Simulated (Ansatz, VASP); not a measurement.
K3C in VASP and in Ansatz

```xyz
4
Lattice="7.0303 0.0000 0.0000 -3.5152 6.0884 0.0000 0.0000 0.0000 4.8368" Properties=species:S:1:pos:R:3 pbc="T T T"
K     0.0000    4.0590    0.0000
K     0.0000    0.0000    0.0000
K     3.5152    2.0295    0.0000
C     0.0000    0.0000    2.4184
```

Alike in both runs: functional PBE; k mesh 6 × 6 × 4; occupations gaussian, width 0.1 eV; no spin polarisation.

Ansatz relaxed the structure, and its values are those at the end. VASP's run is a single point on that final structure, the one shown.

|  | VASP | Ansatz |
| --- | --- | --- |
| version | VASP 6.6.1 | Ansatz 0.2.0 |
| potentials or method | VASP PAW PBE potentials, release 64 (K_sv, C), cutoff 520 eV | scalar-relativistic, plane waves, PAW |
| valence electrons in the cell | 31 | 31 |

Ansatz gave:

- gap on the k mesh at the Fermi level (eV): none
- pressure (GPa): 0.0

**Question.** Which values does VASP return?

**Answer.** gap on the k mesh at the Fermi level (eV): none; pressure (GPa): 0.1.

A gap of «none» marks a metal or a gap that the smearing closes. With one functional, cell and mesh, what is left measures potentials, basis and numerics.
